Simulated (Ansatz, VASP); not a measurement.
HgTe in VASP and in Ansatz

File INCAR:

```
SYSTEM = HgTe
ALGO     = Normal         ! electronic algorithm
EDIFF    = 1E-6           ! SCF threshold, eV
ENCUT    = 500            ! plane-wave cutoff, eV
GGA      = PE             ! functional
GGA_COMPAT= .FALSE.      
ISIF     = 2              ! what is computed and relaxed
ISMEAR   = 1              ! smearing method
LASPH    = .TRUE.         ! aspherical terms in the spheres
LCHARG   = .FALSE.        ! write CHGCAR
LREAL    = .FALSE.        ! projectors in reciprocal space
LWAVE    = .FALSE.        ! write WAVECAR
NBANDS   = 16             ! bands
NELM     = 120            ! most SCF steps
PREC     = Accurate       ! precision mode
SIGMA    = 0.15           ! smearing width, eV
```

Contents of KPOINTS:

```
k-points
0
G
  6 6 6
  0 0 0
```

Contents of POSCAR:

```
HgTe
1.0
    0.0000000000      3.2150000000      3.2150000000
    3.2150000000      0.0000000000      3.2150000000
    3.2150000000      3.2150000000      0.0000000000
Hg Te
1 1
Direct
    0.0000000000      0.0000000000      0.0000000000
    0.7500000000      0.7500000000      0.7500000000
```

Input for Ansatz:

```yaml
crystal:
  lattice:
    - [0.0, 3.215, 3.215]
    - [3.215, 0.0, 3.215]
    - [3.215, 3.215, 0.0]
  atoms:
    - { symbol: Hg, position: [0.0, 0.0, 0.0] }
    - { symbol: Te, position: [0.75, 0.75, 0.75] }
hamiltonian:
  xc: pbe
  pseudopotentials: { kind: paw }
basis:
  ecutwfc: 420
kpoints:
  mp_grid: { grid: [6, 6, 6] }
scf:
  occupations: { method: methfessel_paxton, width: 0.15 }
  lower_state_search: "off"
  max_iter: 70
output:
  forces: true
  stress: true
```

Alike in both runs: task single point; functional PBE; k mesh 6 × 6 × 6; occupations methfessel-paxton of order 1, width 0.15 eV; no spin polarisation.

```csv
,VASP,Ansatz
version,VASP 6.6.1,Ansatz 0.2.0
potentials or method,"VASP PAW PBE potentials, release 64 (Hg, Te), cutoff 500 eV","PAW, plane waves, scalar-relativistic"
valence electrons in the cell,18,36
```

|  | VASP | Ansatz | Ansatz less VASP |
| --- | --- | --- | --- |
| pressure (GPa) | 4.7 | 4.6 | -0.08 |

VASP's potentials hold 18 valence electrons a cell and Ansatz's 36, so a difference there can come from the potentials and not from the codes.

Spin-orbit coupling is off throughout.
